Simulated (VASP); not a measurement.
Wanted: the native input for a VASP 6.6.1 run.

| Property | Result |
| --- | --- |
| Task | relaxation of cell and atoms |
| Functional | PBE |
| Potentials or basis | VASP PAW PBE potentials, release 64 (Ni, O) |
| Cutoff | 600 eV |
| k mesh | 6 × 6 × 4 |
| Occupations | gaussian, width 0.1 eV |
| Spin | no spin polarisation |
| Dipole correction | no |
| Further INCAR settings | ALGO = Normal; EDIFF = 1e-07; IBRION = 2; EDIFFG = -0.04; NSW = 90; ISIF = 3 |

The structure of NiO lies in POSCAR:

```
NiO
1.0
    3.4253685993      0.0000000000      0.0000000000
    0.0000000000      2.6459063291      0.0000000000
   -0.0533217743      0.0000000000      5.0038205324
Ni O
2 2
Direct
    0.0000000000      0.0000000000      0.0000000000
    0.0000000000      0.0000000000      0.5000000000
    0.8295059745      0.5000000000      0.2488150590
    0.1704940255      0.5000000000      0.7511849410
```

The input as run:

INCAR

```
PREC = Accurate
ENCUT = 600
EDIFF = 1E-7
ISMEAR = 0
SIGMA = 0.1
LREAL = False
LASPH = True
NELM = 80
ALGO = Normal
ISIF = 3
LWAVE = False
LCHARG = False
GGA = PE
IBRION = 2
NSW = 90
EDIFFG = -0.04
```

KPOINTS

```
Automatic mesh
0
Gamma
  6 6 4
```

Potentials or basis: VASP PAW PBE potentials, release 64 (Ni, O).

Command:

```sh
$ cat potpaw_PBE.64/Ni/POTCAR potpaw_PBE.64/O/POTCAR > POTCAR
$ mpirun -np 1 vasp_std > vasp.out
```

Results of the run:

```
Relaxed volume                         : 11.47 Å³/atom
Relaxed cell                           : a = 3.506 Å, b = 2.646 Å, c = 4.944 Å, α = 90.00°, β = 90.47°, γ = 90.00°
Space group after relaxing (to 0.05 Å) : P2/m (No. 10)
Energy gained by relaxing              : 1.2 meV/atom
Ionic steps                            : 9
Pressure after relaxing                : 0.4 GPa
Largest force after relaxing           : 0.006 eV/Å
Band gap on the k mesh                 : zero (band 16 reaches 4.87 eV, above the bottom of band 17 at 4.79 eV)
```

Caveat: the k points lie up to 0.40 Å⁻¹ apart in the final cell; the run has no spin polarisation, though such a crystal can be magnetic; semilocal functionals often make such compounds metallic where correlation or magnetic order opens a gap, which also shifts bond lengths.

Wall time 10 min on 1 thread of AMD EPYC 7R13 Processor (Zen 3), on a shared host, peak memory 0.17 GiB.
